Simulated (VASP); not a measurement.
# ZrSi6 (Pm-3m) in VASP: further runs

ZrSi6 is run at these levels: PBE; tasks: single point, relaxation of cell and atoms.

All numbers are computed with VASP 6.6.1; they aren't measurements. Logs are shortened: lines on timing, memory, paths and dates and some standing lists are left out, and cuts for length are marked.

### Step 1. The cell of the first run

It takes space group Pm-3m (No. 221, cubic). The conventional cell has a = 4.753 Å, b = 4.753 Å, c = 4.753 Å, α = 90.00°, β = 90.00°, γ = 90.00°. Zr (site symmetry m-3m) has 24 Si at 3.50 Å within 4.6 Å. Within 2.6 Å of Si (site symmetry 4mm) lie 5 Si at 1.97 Å.

### Step 2. Single point, PBE

INCAR reads:

```
SYSTEM = ZrSi6
PREC = Accurate
ENCUT = 520
EDIFF = 1E-6
ISMEAR = 0
SIGMA = 0.1
LREAL = .False.
LASPH = .True.
NELM = 100
ALGO = Normal
ISIF = 2
LWAVE = .False.
LCHARG = .False.
GGA = PE
NBANDS = 27
```

KPOINTS reads:

```
Automatic mesh
0
Gamma
  4 4 4
  0 0 0
```

POSCAR reads:

```
ZrSi6
1.0
    4.7525006400      0.0000000000      0.0000000000
    0.0000000000      4.7525006400      0.0000000000
    0.0000000000      0.0000000000      4.7525006400
Zr Si
1 6
Direct
    0.0000000000      0.0000000000      0.0000000000
    0.2070000000      0.5000000000      0.5000000000
    0.5000000000      0.2070000000      0.5000000000
    0.7930000000      0.5000000000      0.5000000000
    0.5000000000      0.7930000000      0.5000000000
    0.5000000000      0.5000000000      0.2070000000
    0.5000000000      0.5000000000      0.7930000000
```

Potentials or basis: VASP PAW PBE potentials, release 64 (Zr_sv, Si).

Started as:

```console
$ cat potpaw_PBE.64/Zr_sv/POTCAR potpaw_PBE.64/Si/POTCAR > POTCAR
$ mpirun -np 1 vasp_std > vasp.out
```

OUTCAR:

```text
SYSTEM = ZrSi6
   PREC = Accurate
   ENCUT = 520
   EDIFF = 1E-6
   ISMEAR = 0
   LREAL = .False.
   LASPH = .True.
   NELM = 100
   ISIF = 2
   GGA = PE

 ion  position               nearest neighbor table
   1  0.000  0.000  0.000-   2 3.50   3 3.50   4 3.50   5 3.50   6 3.50   7 3.50   2 3.50   3 3.50
                             4 3.50   5 3.50   2 3.50   4 3.50   6 3.50   7 3.50   2 3.50   4 3.50
   2  0.207  0.500  0.500-   4 1.97   3 1.97   5 1.97   6 1.97   7 1.97   4 2.78   1 3.50   1 3.50
                             1 3.50   1 3.50
   3  0.500  0.207  0.500-   5 1.97   4 1.97   2 1.97   6 1.97   7 1.97   5 2.78   1 3.50   1 3.50
                             1 3.50   1 3.50
   4  0.793  0.500  0.500-   2 1.97   3 1.97   5 1.97   6 1.97   7 1.97   2 2.78   1 3.50   1 3.50
                             1 3.50   1 3.50
   5  0.500  0.793  0.500-   3 1.97   2 1.97   4 1.97   6 1.97   7 1.97   3 2.78   1 3.50   1 3.50
                             1 3.50   1 3.50
   6  0.500  0.500  0.207-   7 1.97   3 1.97   4 1.97   5 1.97   2 1.97   7 2.78   1 3.50   1 3.50
                             1 3.50   1 3.50
   7  0.500  0.500  0.793-   6 1.97   3 1.97   4 1.97   5 1.97   2 1.97   6 2.78   1 3.50   1 3.50
                             1 3.50   1 3.50

  LATTYP: Found a simple cubic cell.
 ALAT       =     4.7525006400

  Lattice vectors:

 A1 = (   4.7525006400,   0.0000000000,   0.0000000000)
 A2 = (   0.0000000000,   4.7525006400,   0.0000000000)
 A3 = (   0.0000000000,   0.0000000000,   4.7525006400)

Analysis of symmetry for initial positions (statically):
=====================================================================
 Subroutine PRICEL returns:
 Original cell was already a primitive cell.

 Routine SETGRP: Setting up the symmetry group for a
 simple cubic supercell.

 Subroutine GETGRP returns: Found 48 space group operations
 (whereof 48 operations were pure point group operations)
 out of a pool of 48 trial point group operations.

The static configuration has the point symmetry O_h .

Analysis of symmetry for dynamics (positions and initial velocities):
=====================================================================
 Subroutine PRICEL returns:
 Original cell was already a primitive cell.

 Routine SETGRP: Setting up the symmetry group for a
 simple cubic supercell.

 Subroutine GETGRP returns: Found 48 space group operations
 (whereof 48 operations were pure point group operations)
 out of a pool of 48 trial point group operations.

The dynamic configuration has the point symmetry O_h .

 Subroutine INISYM returns: Found 48 space group operations
 (whereof 48 operations are pure point group operations),
 and found     1 'primitive' translations

----------------------------------------------------------------------------------------

                                     Primitive cell

  volume of cell :     107.3412

  direct lattice vectors                    reciprocal lattice vectors
     4.752500640  0.000000000  0.000000000     0.210415542  0.000000000  0.000000000
     0.000000000  4.752500640  0.000000000     0.000000000  0.210415542  0.000000000
     0.000000000  0.000000000  4.752500640     0.000000000  0.000000000  0.210415542

  length of vectors
     4.752500640  4.752500640  4.752500640     0.210415542  0.210415542  0.210415542

  position of ions in fractional coordinates (direct lattice)
     0.000000000  0.000000000  0.000000000
     0.207000000  0.500000000  0.500000000
     0.500000000  0.207000000  0.500000000
     0.793000000  0.500000000  0.500000000
     0.500000000  0.793000000  0.500000000
     0.500000000  0.500000000  0.207000000
     0.500000000  0.500000000  0.793000000

  ion indices of the primitive-cell ions
   primitive index   ion index
                 1           1
                 2           2
                 3           3
                 4           4
                 5           5
                 6           6
                 7           7

----------------------------------------------------------------------------------------

 KPOINTS: Automatic mesh

Automatic generation of k-mesh.
 Grid dimensions read from file:
 generate k-points for:    4    4    4

 Generating k-lattice:

  Cartesian coordinates                     Fractional coordinates (reciprocal lattice)
     0.052603886  0.000000000  0.000000000     0.250000000  0.000000000  0.000000000
     0.000000000  0.052603886  0.000000000     0.000000000  0.250000000  0.000000000
     0.000000000  0.000000000  0.052603886     0.000000000  0.000000000  0.250000000

  Length of vectors
     0.052603886  0.052603886  0.052603886

  Shift w.r.t. Gamma in fractional coordinates (k-lattice)
     0.000000000  0.000000000  0.000000000

 Subroutine IBZKPT returns following result:
 ===========================================

 Found     10 irreducible k-points:

 Following reciprocal coordinates:
            Coordinates               Weight
  0.000000  0.000000  0.000000      1.000000
  0.250000  0.000000  0.000000      6.000000
  0.500000  0.000000  0.000000      3.000000
  0.250000  0.250000  0.000000     12.000000
  0.500000  0.250000  0.000000     12.000000
  0.500000  0.500000  0.000000      3.000000
  0.250000  0.250000  0.250000      8.000000
  0.500000  0.250000  0.250000     12.000000
  0.500000  0.500000  0.250000      6.000000
  0.500000  0.500000  0.500000      1.000000
   k-points           NKPTS =     10   k-points in BZ     NKDIM =     10   number of bands    NBANDS=     27
   number of dos      NEDOS =    301   number of ions     NIONS =      7
   total plane-waves  NPLWV =  46656
   dimension x,y,z NGX =    36 NGY =   36 NGZ =   36
   dimension x,y,z NGXF=    72 NGYF=   72 NGZF=   72
   ions per type =               1   6
   NGX,Y,Z   is equivalent  to a cutoff of  12.59, 12.59, 12.59 a.u.
   NGXF,Y,Z  is equivalent  to a cutoff of  25.19, 25.19, 25.19 a.u.
 SYSTEM =  ZrSi6
   PREC   = accura    normal or accurate (medium, high low for compatibility)
   ISTART =      0    job   : 0-new  1-cont  2-samecut
   ICHARG =      2    charge: 1-file 2-atom 10-const
   ISPIN  =      1    spin polarized calculation?
   LNONCOLLINEAR =      F non collinear calculations
   LSORBIT =      F    spin-orbit coupling
   LASPH  =      T    aspherical Exc in radial PAW
   ENCUT  =  520.0 eV  38.22 Ry    6.18 a.u.   8.84  8.84  8.84*2*pi/ulx,y,z
   NELM   =    100;   NELMIN=  2; NELMDL= -5     # of ELM steps
   EDIFF  = 0.1E-05   stopping-criterion for ELM
   LREAL  =      F    real-space projection
   EDIFFG = 0.1E-04   stopping-criterion for IOM
   NSW    =      0    number of steps for IOM
   IBRION =     -1    ionic relax: 0-MD 1-quasi-New 2-CG
   NFREE  =      0    steps in history (QN), initial steepest desc. (CG)
   ISIF   =      2    stress and relaxation
   ISYM   =      2    0-nonsym 1-usesym 2-fastsym
   POTIM  = 0.5000    time-step for ionic-motion
   TEBEG  =    0.0;   TEEND  =   0.0 temperature during run
   PSTRESS=    0.0 pullay stress
   NELECT =      36.0000    total number of electrons
   NUPDOWN=      -1.0000    fix difference up-down
   EMIN   =  10.00;   EMAX   =-10.00  energy-range for DOS
   EFERMI =   0.00;   METHOD = LEGACY
   ISMEAR =     0;   SIGMA  =   0.10  broadening in eV -4-tet -1-fermi 0-gaus
   EFERMI_NEDOS =   21; number of points for ismear=-14 and -15
   IALGO  =     38    algorithm
   IMIX   =      4    mixing-type and parameters
     AMIX     =   0.40;   BMIX     =  1.00
     AMIX_MAG =   1.60;   BMIX_MAG =  1.00
  volume/ion in A,a.u.               =      15.33       103.48
  Fermi-wavevector in a.u.,A,eV,Ry     =   1.137418  2.149409 17.602129  1.293720
  Thomas-Fermi vector in A             =   2.274123
   LORBIT       =      0    0 simple, 1 ext, 2 COOP (PROOUT), +10 PAW based schemes
   GGA     = PE    functional components
   LHFCALC =     F    Hartree Fock is set to
   AEXX    =    0.0000 exact exchange contribution
   IVDW    =     0    specifies the selected vdW correction
   LEPSILON=     F    determine dielectric tensor
   LRPA    =     F    only Hartree local field effects (RPA)
 non-spin polarized calculation
 Gauss-broadening in eV      SIGMA  =   0.10
  energy-cutoff  :      520.00
  volume of cell :      107.34
 maximum number of plane-waves:      2945
 NGX is ok and might be reduce to    36
   NGX = 17   NGY = 17   NGZ = 17

 number of electron      35.9999999 magnetization

 Free energy of the ion-electron system (eV)
  ---------------------------------------------------
  ext. energy  EPLUGINS =         0.00000000
  ---------------------------------------------------
  free energy    TOTEN  =       -17.99136326 eV

  energy without entropy =      -17.97477832  energy(sigma->0) =      -17.98307079

 E-fermi :  10.0259     XC(G=0): -10.7625

 val. band max:        9.9187514306   @ k =   0.0000   0.0000   0.0000
 cond. band min:      10.0478088541   @ k =   0.2500   0.2500   0.2500
 fundamental gap:      0.1290574235
 Fermi energy:        10.0258506176

 k-point     1 :       0.0000    0.0000    0.0000
  band No.  band energies     occupation
      1     -40.1112      2.00000
      2     -18.0672      2.00000
      3     -18.0672      2.00000
      4     -18.0672      2.00000
      5      -8.1404      2.00000
      6      -0.2391      2.00000
[... 19 lines left out ...]
     26      10.9360      0.00000
     27      14.4774      0.00000

 k-point     2 :       0.2500    0.0000    0.0000
  band No.  band energies     occupation
      1     -40.1112      2.00000
      2     -18.0712      2.00000
      3     -18.0668      2.00000
      4     -18.0668      2.00000
      5      -8.0271      2.00000
      6      -1.6889      2.00000
[... 19 lines left out ...]
     26      12.5284      0.00000
     27      12.9974      0.00000

 k-point     3 :       0.5000    0.0000    0.0000
  band No.  band energies     occupation
      1     -40.1111      2.00000
      2     -18.0752      2.00000
      3     -18.0664      2.00000
      4     -18.0664      2.00000
      5      -7.9021      2.00000
      6      -2.4495      2.00000
[... 19 lines left out ...]
     26      14.2412      0.00000
     27      14.2412      0.00000

 k-point     4 :       0.2500    0.2500    0.0000
  band No.  band energies     occupation
      1     -40.1111      2.00000
      2     -18.0708      2.00000
      3     -18.0705      2.00000
      4     -18.0665      2.00000
      5      -7.9191      2.00000
      6      -1.6097      2.00000
[... 19 lines left out ...]
     26      12.4044      0.00000
     27      13.0400      0.00000

 k-point     5 :       0.5000    0.2500    0.0000
  band No.  band energies     occupation
      1     -40.1110      2.00000
      2     -18.0745      2.00000
      3     -18.0702      2.00000
      4     -18.0661      2.00000
      5      -7.8002      2.00000
      6      -2.3238      2.00000
[... 19 lines left out ...]
     26      13.1218      0.00000
     27      13.5358      0.00000

 k-point     6 :       0.5000    0.5000    0.0000
  band No.  band energies     occupation
      1     -40.1109      2.00000
      2     -18.0739      2.00000
      3     -18.0739      2.00000
      4     -18.0657      2.00000
      5      -7.6885      2.00000
      6      -2.1838      2.00000
[... 19 lines left out ...]
     26      14.0756      0.00000
     27      14.4798      0.00000

 k-point     7 :       0.2500    0.2500    0.2500
  band No.  band energies     occupation
      1     -40.1110      2.00000
      2     -18.0704      2.00000
      3     -18.0701      2.00000
      4     -18.0701      2.00000
      5      -7.8123      2.00000
      6      -1.5038      2.00000
[... 19 lines left out ...]
     26      12.8532      0.00000
     27      13.2449      0.00000

 k-point     8 :       0.5000    0.2500    0.2500
  band No.  band energies     occupation
      1     -40.1109      2.00000
      2     -18.0739      2.00000
      3     -18.0698      2.00000
      4     -18.0696      2.00000
      5      -7.6949      2.00000
      6      -2.2260      2.00000
[... 19 lines left out ...]
     26      12.7781      0.00000
     27      13.8091      0.00000

 k-point     9 :       0.5000    0.5000    0.2500
  band No.  band energies     occupation
      1     -40.1109      2.00000
      2     -18.0733      2.00000
      3     -18.0733      2.00000
      4     -18.0692      2.00000
      5      -7.5792      2.00000
      6      -2.1193      2.00000
[... 19 lines left out ...]
     26      13.6544      0.00000
     27      13.8665      0.00000

 k-point    10 :       0.5000    0.5000    0.5000
  band No.  band energies     occupation
      1     -40.1108      2.00000
      2     -18.0728      2.00000
      3     -18.0728      2.00000
      4     -18.0728      2.00000
      5      -7.4587      2.00000
      6      -2.0505      2.00000
[... 19 lines left out ...]
     26      13.3139      0.00000
     27      13.3140      0.00000

------------------------ aborting loop because EDIFF is reached ----------------------------------------

  FORCE on cell =-STRESS in cart. coord.  units (eV):
  Direction    XX          YY          ZZ          XY          YZ          ZX
  --------------------------------------------------------------------------------------
  -------------------------------------------------------------------------------------
  Total       59.0447583     59.0447583     59.0447583     -0.0000000     -0.0000000     -0.0000000
  in kB      881.3032652    881.3032652    881.3032652     -0.0000000     -0.0000000     -0.0000000
  external PRESSURE =     881.3032652 kB  Pullay stress =       0.0000000 kB

 VOLUME and BASIS-vectors are now :
 -----------------------------------------------------------------------------
  energy-cutoff  :      520.00
  volume of cell :      107.34
      direct lattice vectors                 reciprocal lattice vectors
     4.752500640  0.000000000  0.000000000     0.210415542  0.000000000  0.000000000
     0.000000000  4.752500640  0.000000000     0.000000000  0.210415542  0.000000000
     0.000000000  0.000000000  4.752500640     0.000000000  0.000000000  0.210415542

 POSITION                                       TOTAL-FORCE (eV/Angst)
 -----------------------------------------------------------------------------------
      0.00000      0.00000      0.00000         0.000000     -0.000000      0.000000
      0.98377      2.37625      2.37625       -11.685060     -0.000000     -0.000000
      2.37625      0.98377      2.37625         0.000000    -11.685060      0.000000
      3.76873      2.37625      2.37625        11.685060     -0.000000     -0.000000
      2.37625      3.76873      2.37625         0.000000     11.685060     -0.000000
      2.37625      2.37625      0.98377         0.000000     -0.000000    -11.685060
      2.37625      2.37625      3.76873         0.000000     -0.000000     11.685060
 -----------------------------------------------------------------------------------
    total drift:                               -0.000000      0.000000      0.000000

  FREE ENERGIE OF THE ION-ELECTRON SYSTEM (eV)
  ---------------------------------------------------
  free  energy   TOTEN  =       -17.9913632570 eV

  energy  without entropy=      -17.9747783235  energy(sigma->0) =      -17.98307079
```

Run time: 25 s. Hardware: 1 thread of Intel Xeon Platinum 8259CL at 2.50GHz (Skylake/Cascade Lake), shared host; peak memory 0.2 GiB.

Results:

```yaml
Free_energy: -17.9914 eV
Pressure: 88.1 GPa
Largest_force: 11.685 eV/Å
Band_gap_on_the_k_mesh: zero (band 18 reaches 10.75 eV, above the bottom of band 19 at 9.59 eV)
```

Forces in eV/Å, atoms in the order of the input:
```
Zr    0.000   0.000   0.000
Si  -11.685   0.000   0.000
Si    0.000 -11.685   0.000
Si   11.685   0.000   0.000
Si    0.000  11.685   0.000
Si    0.000   0.000 -11.685
Si    0.000   0.000  11.685
```

Caveat: forces of over 1 eV/Å act on the atoms, so gaps and moduli don't describe the material at rest.

### Step 3. Single point, PBE

This run uses another cell than the first one, of 25.88 Å³/atom, 1.688 times its volume.

INCAR reads:

```
SYSTEM = ZrSi6
  PREC = Accurate
  ENCUT = 520
  EDIFF = 1E-6
  ISMEAR = 0
  SIGMA = 0.1
  LREAL = .False.
  LASPH = .True.
  NELM = 60
  ALGO = Normal
  ISIF = 2
  LWAVE = .False.
  LCHARG = .True.
  GGA = PE
  LELF = .True.
  LVHAR = .True.
  NBANDS = 27
```

KPOINTS is that of step 2.

POSCAR reads:

```
ZrSi6
1.0
    5.6585807471      0.0000000000      0.0000000000
    0.0000000000      5.6585807471      0.0000000000
    0.0000000000      0.0000000000      5.6585807471
Zr Si
1 6
Direct
    0.0000000000      0.0000000000      0.0000000000
    0.1973506849      0.5000000000      0.5000000000
    0.5000000000      0.1973506849      0.5000000000
    0.8026493151      0.5000000000      0.5000000000
    0.5000000000      0.8026493151      0.5000000000
    0.5000000000      0.5000000000      0.1973506849
    0.5000000000      0.5000000000      0.8026493151
```

Potentials or basis: VASP PAW PBE potentials, release 64 (Zr_sv, Si).

Started as:

```console
$ cat potpaw_PBE.64/Zr_sv/POTCAR potpaw_PBE.64/Si/POTCAR > POTCAR
$ mpirun -np 1 vasp_std > vasp.out
```

It took 49 s on 1 thread of Intel Xeon Platinum 8259CL at 2.50GHz (Skylake/Cascade Lake), shared host; peak memory 0.26 GiB.

It converged, with:

* Free energy: -31.7165 eV
* Pressure: 0.0 GPa
* Largest force: 0.006 eV/Å
* Band gap on the k mesh: zero (band 18 reaches 4.84 eV, above the bottom of band 19 at 4.16 eV)

Forces on the atoms (eV/Å):
```
Zr   0.000  0.000  0.000
Si   0.006  0.000  0.000
Si   0.000  0.006  0.000
Si  -0.006  0.000  0.000
Si   0.000 -0.006  0.000
Si   0.000  0.000  0.006
Si   0.000  0.000 -0.006
```

Levels at points of the mesh, in eV from the Fermi level:
```tsv
k point	band 16	band 17	band 18	band 19	band 20	band 21
(0.00, 0.00, 0.00)	-0.53	-0.53	-0.43	-0.02	-0.02	0.29
(0.50, 0.00, 0.00)	-1.37	-1.08	-0.68	-0.68	0.06	0.38
(0.50, 0.50, 0.00)	-0.91	-0.72	-0.72	0.21	0.29	0.55
(0.50, 0.50, 0.50)	-1.24	-0.69	-0.32	0.22	0.22	0.22
```

(Continued in part 2 of 2.)
